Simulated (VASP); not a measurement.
# Si2N (P4/mmm) in VASP: notebook

Si2N is run at these levels: PBE; tasks: single point, relaxation of cell and atoms.

Program: VASP 6.6.1. These are calculated values, not measurements. Logs are shortened: lines on timing, memory, paths and dates and some standing lists are left out, and cuts for length are marked.

**1. The cell of the first run**

Symmetry: P4/mmm, No. 123, tetragonal system. The conventional cell has a = 3.769 Å, b = 3.769 Å, c = 2.632 Å, α = 90.00°, β = 90.00°, γ = 90.00°. Si (site symmetry mmm) has 2 N at 1.88 Å within 2.5 Å. Within 2.5 Å of N (site symmetry 4/mmm) lie 4 Si at 1.88 Å.

The cell was built from a structure type or drawn by symmetry, and may not be a known phase.

**2. Single point, PBE**

The input, INCAR:

```
SYSTEM = Si2N
PREC     = Accurate       ! precision mode
ENCUT    = 520            ! plane-wave cutoff, eV
EDIFF    = 1E-6           ! SCF threshold, eV
ISMEAR   = 0              ! smearing method
SIGMA    = 0.1            ! smearing width, eV
LREAL    = .False.        ! projectors in reciprocal space
LASPH    = .True.         ! aspherical terms in the spheres
NELM     = 80             ! most SCF steps
ALGO     = Normal         ! electronic algorithm
ISIF     = 2              ! what is computed and relaxed
LWAVE    = .False.        ! write WAVECAR
LCHARG   = .False.        ! write CHGCAR
GGA      = PE             ! functional
NBANDS   = 14             ! bands
```

The input, KPOINTS:

```
Automatic mesh
0
Gamma
  4 4 6
  0 0 0
```

The input, POSCAR:

```
Si2N
1.0
    3.7687462061      0.0000000000      0.0000000000
    0.0000000000      3.7687462061      0.0000000000
    0.0000000000      0.0000000000      2.6320137154
Si N
2 1
Direct
    0.0000000000      0.5000000000      0.5000000000
    0.5000000000      0.0000000000      0.5000000000
    0.5000000000      0.5000000000      0.5000000000
```

Potentials or basis: VASP PAW PBE potentials, release 64 (Si, N).

Command:

```bash
> cat potpaw_PBE.64/Si/POTCAR potpaw_PBE.64/N/POTCAR > POTCAR
> mpirun -np 1 vasp_std > vasp.out
```

OUTCAR:

```text
SYSTEM = Si2N
   PREC = Accurate
   ENCUT = 520
   EDIFF = 1E-6
   ISMEAR = 0
   LREAL = .False.
   LASPH = .True.
   NELM = 80
   ISIF = 2
   GGA = PE

 ion  position               nearest neighbor table
   1  0.000  0.500  0.500-   3 1.88   3 1.88   2 2.66   2 2.66   2 2.66   2 2.66
   2  0.500  0.000  0.500-   3 1.88   3 1.88   1 2.66   1 2.66   1 2.66   1 2.66
   3  0.500  0.500  0.500-   1 1.88   2 1.88   2 1.88   1 1.88

  LATTYP: Found a simple tetragonal cell.
 ALAT       =     3.7687462061
 C/A-ratio  =     0.6983791350

  Lattice vectors:

 A1 = (   3.7687462061,   0.0000000000,   0.0000000000)
 A2 = (   0.0000000000,   3.7687462061,   0.0000000000)
 A3 = (   0.0000000000,   0.0000000000,   2.6320137154)

Analysis of symmetry for initial positions (statically):
=====================================================================
 Subroutine PRICEL returns:
 Original cell was already a primitive cell.

 Routine SETGRP: Setting up the symmetry group for a
 simple tetragonal supercell.

 Subroutine GETGRP returns: Found 16 space group operations
 (whereof 16 operations were pure point group operations)
 out of a pool of 16 trial point group operations.

The static configuration has the point symmetry D_4h.

Analysis of symmetry for dynamics (positions and initial velocities):
=====================================================================
 Subroutine PRICEL returns:
 Original cell was already a primitive cell.

 Routine SETGRP: Setting up the symmetry group for a
 simple tetragonal supercell.

 Subroutine GETGRP returns: Found 16 space group operations
 (whereof 16 operations were pure point group operations)
 out of a pool of 16 trial point group operations.

The dynamic configuration has the point symmetry D_4h.

 Subroutine INISYM returns: Found 16 space group operations
 (whereof 16 operations are pure point group operations),
 and found     1 'primitive' translations

----------------------------------------------------------------------------------------

                                     Primitive cell

  volume of cell :      37.3837

  direct lattice vectors                    reciprocal lattice vectors
     3.768746206  0.000000000  0.000000000     0.265340234  0.000000000  0.000000000
     0.000000000  3.768746206  0.000000000     0.000000000  0.265340234  0.000000000
     0.000000000  0.000000000  2.632013715     0.000000000  0.000000000  0.379937230

  length of vectors
     3.768746206  3.768746206  2.632013715     0.265340234  0.265340234  0.379937230

  position of ions in fractional coordinates (direct lattice)
     0.000000000  0.500000000  0.500000000
     0.500000000  0.000000000  0.500000000
     0.500000000  0.500000000  0.500000000

  ion indices of the primitive-cell ions
   primitive index   ion index
                 1           1
                 2           2
                 3           3

----------------------------------------------------------------------------------------

 KPOINTS: Automatic mesh

Automatic generation of k-mesh.
 Grid dimensions read from file:
 generate k-points for:    4    4    6

 Generating k-lattice:

  Cartesian coordinates                     Fractional coordinates (reciprocal lattice)
     0.066335058  0.000000000  0.000000000     0.250000000  0.000000000  0.000000000
     0.000000000  0.066335058  0.000000000     0.000000000  0.250000000  0.000000000
     0.000000000  0.000000000  0.063322872     0.000000000  0.000000000  0.166666667

  Length of vectors
     0.066335058  0.066335058  0.063322872

  Shift w.r.t. Gamma in fractional coordinates (k-lattice)
     0.000000000  0.000000000  0.000000000

 Subroutine IBZKPT returns following result:
 ===========================================

 Found     24 irreducible k-points:

 Following reciprocal coordinates:
            Coordinates               Weight
  0.000000  0.000000  0.000000      1.000000
  0.250000  0.000000  0.000000      4.000000
  0.500000  0.000000  0.000000      2.000000
  0.250000  0.250000  0.000000      4.000000
  0.500000  0.250000  0.000000      4.000000
  0.500000  0.500000  0.000000      1.000000
[... 16 lines left out ...]
  0.500000  0.250000  0.500000      4.000000
  0.500000  0.500000  0.500000      1.000000
   k-points           NKPTS =     24   k-points in BZ     NKDIM =     24   number of bands    NBANDS=     14
   number of dos      NEDOS =    301   number of ions     NIONS =      3
   total plane-waves  NPLWV =  15680
   dimension x,y,z NGX =    28 NGY =   28 NGZ =   20
   dimension x,y,z NGXF=    56 NGYF=   56 NGZF=   40
   ions per type =               2   1
   NGX,Y,Z   is equivalent  to a cutoff of  12.35, 12.35, 12.63 a.u.
   NGXF,Y,Z  is equivalent  to a cutoff of  24.70, 24.70, 25.27 a.u.
 SYSTEM =  Si2N
   PREC   = accura    normal or accurate (medium, high low for compatibility)
   ISTART =      0    job   : 0-new  1-cont  2-samecut
   ICHARG =      2    charge: 1-file 2-atom 10-const
   ISPIN  =      1    spin polarized calculation?
   LNONCOLLINEAR =      F non collinear calculations
   LSORBIT =      F    spin-orbit coupling
   LASPH  =      T    aspherical Exc in radial PAW
   ENCUT  =  520.0 eV  38.22 Ry    6.18 a.u.   7.01  7.01  4.89*2*pi/ulx,y,z
   NELM   =     80;   NELMIN=  2; NELMDL= -5     # of ELM steps
   EDIFF  = 0.1E-05   stopping-criterion for ELM
   LREAL  =      F    real-space projection
   EDIFFG = 0.1E-04   stopping-criterion for IOM
   NSW    =      0    number of steps for IOM
   IBRION =     -1    ionic relax: 0-MD 1-quasi-New 2-CG
   NFREE  =      0    steps in history (QN), initial steepest desc. (CG)
   ISIF   =      2    stress and relaxation
   ISYM   =      2    0-nonsym 1-usesym 2-fastsym
   POTIM  = 0.5000    time-step for ionic-motion
   TEBEG  =    0.0;   TEEND  =   0.0 temperature during run
   PSTRESS=    0.0 pullay stress
   NELECT =      13.0000    total number of electrons
   NUPDOWN=      -1.0000    fix difference up-down
   EMIN   =  10.00;   EMAX   =-10.00  energy-range for DOS
   EFERMI =   0.00;   METHOD = LEGACY
   ISMEAR =     0;   SIGMA  =   0.10  broadening in eV -4-tet -1-fermi 0-gaus
   EFERMI_NEDOS =   21; number of points for ismear=-14 and -15
   IALGO  =     38    algorithm
   IMIX   =      4    mixing-type and parameters
     AMIX     =   0.40;   BMIX     =  1.00
     AMIX_MAG =   1.60;   BMIX_MAG =  1.00
  volume/ion in A,a.u.               =      12.46        84.09
  Fermi-wavevector in a.u.,A,eV,Ry     =   1.151230  2.175509 18.032206  1.325330
  Thomas-Fermi vector in A             =   2.287889
   LORBIT       =      0    0 simple, 1 ext, 2 COOP (PROOUT), +10 PAW based schemes
   GGA     = PE    functional components
   LHFCALC =     F    Hartree Fock is set to
   AEXX    =    0.0000 exact exchange contribution
   IVDW    =     0    specifies the selected vdW correction
   LEPSILON=     F    determine dielectric tensor
   LRPA    =     F    only Hartree local field effects (RPA)
 non-spin polarized calculation
 Gauss-broadening in eV      SIGMA  =   0.10
  energy-cutoff  :      520.00
  volume of cell :       37.38
 maximum number of plane-waves:      1024
   NGX = 15   NGY = 15   NGZ =  9

 number of electron      12.9999999 magnetization

 Free energy of the ion-electron system (eV)
  ---------------------------------------------------
  ext. energy  EPLUGINS =         0.00000000
  ---------------------------------------------------
  free energy    TOTEN  =       -17.29400422 eV

  energy without entropy =      -17.28877169  energy(sigma->0) =      -17.29138795

 E-fermi :   8.3590     XC(G=0): -11.0675

 val. band max:        8.3054446237   @ k =   0.5000   0.2500   0.1667
 cond. band min:       8.4206295758   @ k =   0.5000   0.5000   0.1667
 fundamental gap:      0.1151849521
 Fermi energy:         8.3590057092

 k-point     1 :       0.0000    0.0000    0.0000
  band No.  band energies     occupation
      1      -9.5632      2.00000
      2       0.5765      2.00000
      3       0.5765      2.00000
      4       1.1630      2.00000
      5       3.8920      2.00000
      6       7.6349      2.00000
      7      10.7527      0.00000
      8      10.7527      0.00000
      9      13.8705      0.00000
     10      14.3798      0.00000
     11      17.7649      0.00000
     12      19.9608      0.00000
     13      20.3819      0.00000
     14      21.4720      0.00000

 k-point     2 :       0.2500    0.0000    0.0000
  band No.  band energies     occupation
      1      -9.2783      2.00000
      2      -1.9792      2.00000
      3       0.7990      2.00000
      4       2.5615      2.00000
      5       6.0200      2.00000
      6       7.7319      2.00000
      7       8.8039      0.00000
      8       9.2801      0.00000
      9      15.5119      0.00000
     10      17.1543      0.00000
     11      17.3156      0.00000
     12      18.4703      0.00000
     13      19.4397      0.00000
     14      21.3821      0.00000

 k-point     3 :       0.5000    0.0000    0.0000
  band No.  band energies     occupation
      1      -8.9293      2.00000
      2      -3.3033      2.00000
      3       1.0585      2.00000
      4       3.1490      2.00000
      5       6.8053      2.00000
      6       7.5876      2.00000
      7       7.8347      2.00000
      8      10.1398      0.00000
      9      14.4283      0.00000
     10      16.7449      0.00000
     11      18.5051      0.00000
     12      19.0167      0.00000
     13      19.1974      0.00000
     14      20.5581      0.00000
[... 324 lines left out ...]
 k-point    23 :       0.5000    0.2500    0.5000
  band No.  band energies     occupation
      1      -7.3373      2.00000
      2      -0.3142      2.00000
      3       0.9728      2.00000
      4       2.3297      2.00000
      5       4.9670      2.00000
      6       6.7191      2.00000
      7       7.2117      2.00000
      8       9.8331      0.00000
      9      11.8952      0.00000
     10      11.9006      0.00000
     11      17.3541      0.00000
     12      17.4243      0.00000
     13      17.5590      0.00000
     14      19.8406      0.00000

 k-point    24 :       0.5000    0.5000    0.5000
  band No.  band energies     occupation
      1      -7.1399      2.00000
      2       0.0571      2.00000
      3       0.0571      2.00000
      4       3.1614      2.00000
      5       5.3846      2.00000
      6       5.4815      2.00000
      7       5.4815      2.00000
      8      10.1992      0.00000
      9      12.3639      0.00000
     10      12.3639      0.00000
     11      16.9909      0.00000
     12      18.1104      0.00000
     13      19.3378      0.00000
     14      20.0185      0.00000

------------------------ aborting loop because EDIFF is reached ----------------------------------------

  FORCE on cell =-STRESS in cart. coord.  units (eV):
  Direction    XX          YY          ZZ          XY          YZ          ZX
  --------------------------------------------------------------------------------------
  -------------------------------------------------------------------------------------
  Total        0.0587302      0.0587302     -0.0531361      0.0000000      0.0000000      0.0000000
  in kB        2.5170415      2.5170415     -2.2772908      0.0000000      0.0000000      0.0000000
  external PRESSURE =       0.9189308 kB  Pullay stress =       0.0000000 kB

 VOLUME and BASIS-vectors are now :
 -----------------------------------------------------------------------------
  energy-cutoff  :      520.00
  volume of cell :       37.38
      direct lattice vectors                 reciprocal lattice vectors
     3.768746206  0.000000000  0.000000000     0.265340234  0.000000000  0.000000000
     0.000000000  3.768746206  0.000000000     0.000000000  0.265340234  0.000000000
     0.000000000  0.000000000  2.632013715     0.000000000  0.000000000  0.379937230

 POSITION                                       TOTAL-FORCE (eV/Angst)
 -----------------------------------------------------------------------------------
      0.00000      1.88437      1.31601         0.000000      0.000000      0.000000
      1.88437      0.00000      1.31601         0.000000      0.000000      0.000000
      1.88437      1.88437      1.31601         0.000000      0.000000      0.000000
 -----------------------------------------------------------------------------------
    total drift:                                0.000000      0.000000      0.000000

  FREE ENERGIE OF THE ION-ELECTRON SYSTEM (eV)
  ---------------------------------------------------
  free  energy   TOTEN  =       -17.2940042179 eV

  energy  without entropy=      -17.2887716869  energy(sigma->0) =      -17.29138795
```

Run time: 11 s. Hardware: 1 thread of Intel Xeon 6975P-C (Granite Rapids), shared host; peak memory 0.13 GiB.

What came out:

| Property | Result |
| --- | --- |
| Free energy | -17.2940 eV |
| Pressure | 0.1 GPa |
| Band gap on the k mesh | zero (an odd number of electrons rules out a gap without spin polarisation) |

Levels at points of the mesh, in eV from the Fermi level:
```csv
k point,band 2,band 3,band 4,band 5,band 6,band 7,band 8,band 9,band 10,band 11
"(0.00, 0.00, 0.00)",-7.78,-7.78,-7.20,-4.47,-0.72,2.39,2.39,5.51,6.02,9.41
"(0.50, 0.00, 0.00)",-11.66,-7.30,-5.21,-1.55,-0.77,-0.52,1.78,6.07,8.39,10.15
"(0.50, 0.50, 0.00)",-10.80,-10.80,-6.11,-0.36,0.45,0.45,5.62,7.48,9.00,9.14
"(0.00, 0.00, 0.50)",-7.77,-6.47,-6.47,-3.51,0.13,0.37,0.80,4.59,4.59,4.97
"(0.50, 0.00, 0.50)",-8.97,-6.51,-6.16,-3.77,-0.66,0.67,0.73,2.00,6.70,7.11
"(0.50, 0.50, 0.50)",-8.30,-8.30,-5.20,-2.97,-2.88,-2.88,1.84,4.00,4.00,8.63
```

Caveat: the k points lie up to 0.42 Å⁻¹ apart, too coarse for converged energies and pressures of a metal.

**3. Single point, PBE**

This run uses another cell than the first one: it holds 6 atoms, not 3.

The input, INCAR:

```
SYSTEM = Si2N
  ALGO = Normal
  EDIFF = 1E-7
  ENCUT = 520
  GGA = PE
  ISIF = 2
  ISMEAR = 0
  LASPH = .True.
  LCHARG = .False.
  LREAL = .False.
  LWAVE = .False.
  NBANDS = 22
  NELM = 80
  PREC = Accurate
  SIGMA = 0.1
```

The input, KPOINTS:

```
k-points
0
Gamma
  4 4 4
  0 0 0
```

The input, POSCAR:

```
Si2N
1.0
    5.3249579608      0.0000000000      0.0000000000
    0.0000000000      5.3249579608      0.0000000000
    0.0000000000      0.0000000000      2.6605983171
Si N
4 2
Direct
    0.7500003908      0.7500003908      0.1491610671
    0.2499996092      0.2499996092      0.1491610671
    0.2499996092      0.7500003908      0.1491610671
    0.7500003908      0.2499996092      0.1491610671
    0.5000000000      0.0000000000      0.1491809858
    0.0000000000      0.5000000000      0.1491809858
```

Potentials or basis: VASP PAW PBE potentials, release 64 (Si, N).

Command:

```bash
> cat potpaw_PBE.64/Si/POTCAR potpaw_PBE.64/N/POTCAR > POTCAR
> mpirun -np 1 vasp_std > vasp.out
```

OUTCAR:

```text
SYSTEM = Si2N
   EDIFF = 1E-7
   ENCUT = 520
   GGA = PE
   ISIF = 2
   ISMEAR = 0
   LASPH = .True.
   LREAL = .False.
   NELM = 80
   PREC = Accurate

 ion  position               nearest neighbor table
   1  0.750  0.750  0.149-   5 1.88   6 1.88   3 2.66   4 2.66   4 2.66   3 2.66
   2  0.250  0.250  0.149-   5 1.88   6 1.88   3 2.66   4 2.66   4 2.66   3 2.66
   3  0.250  0.750  0.149-   5 1.88   6 1.88   1 2.66   2 2.66   1 2.66   2 2.66
   4  0.750  0.250  0.149-   5 1.88   6 1.88   1 2.66   2 2.66   1 2.66   2 2.66
   5  0.500  0.000  0.149-   1 1.88   2 1.88   3 1.88   4 1.88
   6  0.000  0.500  0.149-   1 1.88   2 1.88   3 1.88   4 1.88

  LATTYP: Found a simple tetragonal cell.
 ALAT       =     5.3249579608
 C/A-ratio  =     0.4996468210

  Lattice vectors:

 A1 = (   5.3249579608,   0.0000000000,   0.0000000000)
 A2 = (   0.0000000000,   5.3249579608,   0.0000000000)
 A3 = (   0.0000000000,   0.0000000000,   2.6605983171)

Analysis of symmetry for initial positions (statically):
[... 194 lines left out ...]
 cond. band min:       7.9987132854   @ k =   0.2500   0.0000   0.5000
 fundamental gap:      0.1485294240
 Fermi energy:         7.8916546084

 k-point     1 :       0.0000    0.0000    0.0000
  band No.  band energies     occupation
      1      -9.6469      2.00000
      2      -8.4578      2.00000
      3      -2.4847      2.00000
      4      -2.4847      2.00000
      5       0.4984      2.00000
      6       0.4984      2.00000
[... 439 lines left out ...]
     21      15.2747      0.00000
     22      15.2748      0.00000

------------------------ aborting loop because EDIFF is reached ----------------------------------------

  FORCE on cell =-STRESS in cart. coord.  units (eV):
  Direction    XX          YY          ZZ          XY          YZ          ZX
  --------------------------------------------------------------------------------------
  -------------------------------------------------------------------------------------
  Total        0.0190907      0.0190907     -0.0557928      0.0000000      0.0000000      0.0000000
  in kB        0.4054346      0.4054346     -1.1848867      0.0000000      0.0000000      0.0000000
  external PRESSURE =      -0.1246725 kB  Pullay stress =       0.0000000 kB

 VOLUME and BASIS-vectors are now :
 -----------------------------------------------------------------------------
  energy-cutoff  :      520.00
  volume of cell :       75.44
      direct lattice vectors                 reciprocal lattice vectors
     5.324957961  0.000000000  0.000000000     0.187794910  0.000000000  0.000000000
     0.000000000  5.324957961  0.000000000     0.000000000  0.187794910  0.000000000
     0.000000000  0.000000000  2.660598317     0.000000000  0.000000000  0.375855308

 POSITION                                       TOTAL-FORCE (eV/Angst)
 -----------------------------------------------------------------------------------
      3.99372      3.99372      0.39686        -0.000000      0.000000      0.000080
      1.33124      1.33124      0.39686        -0.000000      0.000000      0.000080
      1.33124      3.99372      0.39686        -0.000000      0.000000      0.000080
      3.99372      1.33124      0.39686        -0.000000      0.000000      0.000080
      2.66248      0.00000      0.39691         0.000000     -0.000000     -0.000161
      0.00000      2.66248      0.39691        -0.000000     -0.000000     -0.000161
 -----------------------------------------------------------------------------------
    total drift:                                0.000000     -0.000000      0.000001

  FREE ENERGIE OF THE ION-ELECTRON SYSTEM (eV)
  ---------------------------------------------------
  free  energy   TOTEN  =       -34.3073280577 eV

  energy  without entropy=      -34.2956827257  energy(sigma->0) =      -34.30150539
```

It took 28 s on 1 thread of Intel Xeon 6975P-C (Granite Rapids), shared host; peak memory 0.18 GiB.

Results:

| Item | Value |
| --- | --- |
| Free energy | -34.3073 eV |
| Pressure | 0.0 GPa |
| Band gap on the k mesh | zero (bands 13 and 14 overlap by 1.84 eV) |

Stress tensor (GPa, compression positive):
```
 0.04  0.00  0.00
 0.00  0.04  0.00
 0.00  0.00 -0.12
```

Caveat: the k points lie up to 0.59 Å⁻¹ apart, too coarse for converged energies and pressures of a metal.

(Continued in part 2 of 2.)
